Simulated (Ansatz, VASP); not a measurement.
# AlGeIr3: VASP beside Ansatz

```
CELL_PARAMETERS angstrom
4.40074 0.00000 0.00000
0.00000 4.40074 0.00000
0.00000 0.00000 4.40074
ATOMIC_POSITIONS crystal
Al 0.50000 0.50000 0.50000
Ge 0.00000 0.00000 0.00000
Ir 0.50000 0.00000 0.00000
Ir 0.00000 0.50000 0.00000
Ir 0.00000 0.00000 0.50000
```

Alike in both runs: task single point; functional PBE; k mesh 4 × 4 × 4; occupations gaussian, width 0.1 eV; no spin polarisation.

|  | VASP | Ansatz |
| --- | --- | --- |
| version | VASP 6.6.1 | Ansatz 0.2.0 |
| potentials or method | VASP PAW PBE potentials, release 64 (Al, Ge_d, Ir), cutoff 520 eV | scalar-relativistic, plane waves, PAW |
| valence electrons in the cell | 44 | 68 |

Ansatz gave:

```
gap on the k mesh at the Fermi level (eV) : none
pressure (GPa)                            : 14.6
```

Task: Which values does VASP return?

Result: gap on the k mesh at the Fermi level (eV): none; pressure (GPa): 15.6.

A gap of «none» marks a metal or a gap that the smearing closes. VASP's potentials hold 44 valence electrons a cell and Ansatz's 68, so a difference there can come from the potentials and not from the codes.

Spin-orbit coupling is off throughout.
